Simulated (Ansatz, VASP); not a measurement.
## O in VASP and in Ansatz

```
O
1.0
    10.00000    0.00000    0.00000
     0.00000   10.50000    0.00000
     0.00000    0.00000   11.00000
O
2
Cartesian
  5.0000 5.2500 4.8950
  5.0000 5.2500 6.1050
```

Alike in both runs: task relaxation of the atoms; functional PBE; dispersion D3(BJ); k mesh 1 × 1 × 1; occupations gaussian, width 0.01 eV; collinear spin.

|  | VASP | Ansatz |
| --- | --- | --- |
| version | VASP 6.6.1 | Ansatz 0.2.0 |
| potentials or method | VASP PAW PBE potentials, release 64 (O), cutoff 520 eV | scalar-relativistic, plane waves, PAW |
| valence electrons in the cell | 12 | 12 |

```tsv
	VASP	Ansatz	Ansatz less VASP
gap on the k mesh at the Fermi level, each at its own relaxed structure (eV)	2.30	2.28	-0.020
net moment per atom (μB)	1.00	1.00	0.000
size of the moment on the site where the two differ most (μB)	0.81	0.56	-0.248
```

Site moments also hang on the region over which each program counts them. Ansatz's warnings: stress scf threshold loose, xc potential rough in thin density.

Noted on VASP's run: the standard files for N, O and F lose accuracy on very short bonds.
